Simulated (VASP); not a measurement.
Wanted: the native input for a VASP 6.6.1 run.

```yaml
Task: single point
Functional: PBE
Potentials_or_basis: VASP PAW PBE potentials, release 64 (Rb_sv)
Cutoff: 520 eV
k_mesh: 6 × 6 × 4
Occupations: fermi-dirac, width 0.08 eV
Spin: no spin polarisation
Dipole_correction: no
Further_INCAR_settings: ALGO = Normal; EDIFF = 1e-06; NBANDS = 26
```

The structure of Rb lies in POSCAR:

```
Rb
1.0
    5.1102375793      0.0000000000      0.0000000000
   -2.5551187897      4.4255955631      0.0000000000
    0.0000000000      0.0000000000     16.2959984543
Rb
4
Direct
    0.0000000000      0.0000000000      0.0000000000
    0.0000000000      0.0000000000      0.5000000000
    0.3333333333      0.6666666667      0.2500000000
    0.6666666667      0.3333333333      0.7500000000
```

These files were run (other wordings do the same):

INCAR

```
ALGO = Normal ; EDIFF = 1E-6
ENCUT = 520 ; GGA = PE
ISIF = 2 ; ISMEAR = -1
LASPH = True ; LCHARG = False
LREAL = False ; LWAVE = False
NBANDS = 26 ; NELM = 80
PREC = Accurate ; SIGMA = 0.08
```

KPOINTS

```
k-points
0
Gamma
  6 6 4
```

Potentials or basis: VASP PAW PBE potentials, release 64 (Rb_sv).

Command:

```sh
$ cat potpaw_PBE.64/Rb_sv/POTCAR > POTCAR
$ mpirun -np 1 vasp_std > vasp.out
```

Results of the run:

The pressure is 0.0 GPa and the band gap on the k mesh is zero (band 18 reaches 0.80 eV, above the bottom of band 19 at -1.29 eV).

Wall time 2.7 min on 1 thread of Oxide Virtual Turin-like Processor, with other jobs on the host, peak memory 0.49 GiB.
